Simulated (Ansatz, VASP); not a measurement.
# One calculation of CdS, two programs

```
Cd S
1.0
     4.22607    0.00000    0.00000
    -2.11303    3.65988    0.00000
     0.00000    0.00000   32.12320
Cd S
2 2
Direct
  0.33333 0.66667 0.24148
  0.33333 0.66667 0.34999
  0.00000 0.00000 0.24034
  0.66667 0.33333 0.35113
```

Alike in both runs: functional PBE; dispersion D3(BJ); k mesh 6 × 6 × 1; occupations gaussian, width 0.02 eV; no spin polarisation.

Ansatz relaxed the structure, and its values are those at the end. VASP's run is a single point on that final structure, the one shown.

```csv
,VASP,Ansatz
version,VASP 6.6.1,Ansatz 0.2.0
potentials or method,"VASP PAW PBE potentials, release 64 (Cd, S), cutoff 520 eV","scalar-relativistic, plane waves, PAW"
valence electrons in the cell,36,52
```

|  | VASP | Ansatz | Ansatz less VASP |
| --- | --- | --- | --- |
| gap on the k mesh at the Fermi level (eV) | 1.33 | 1.33 | -0.003 |
| least direct gap on the mesh (eV) | 1.33 | 1.33 | -0.003 |

VASP's potentials hold 36 valence electrons a cell and Ansatz's 52, so a difference there can come from the potentials and not from the codes.
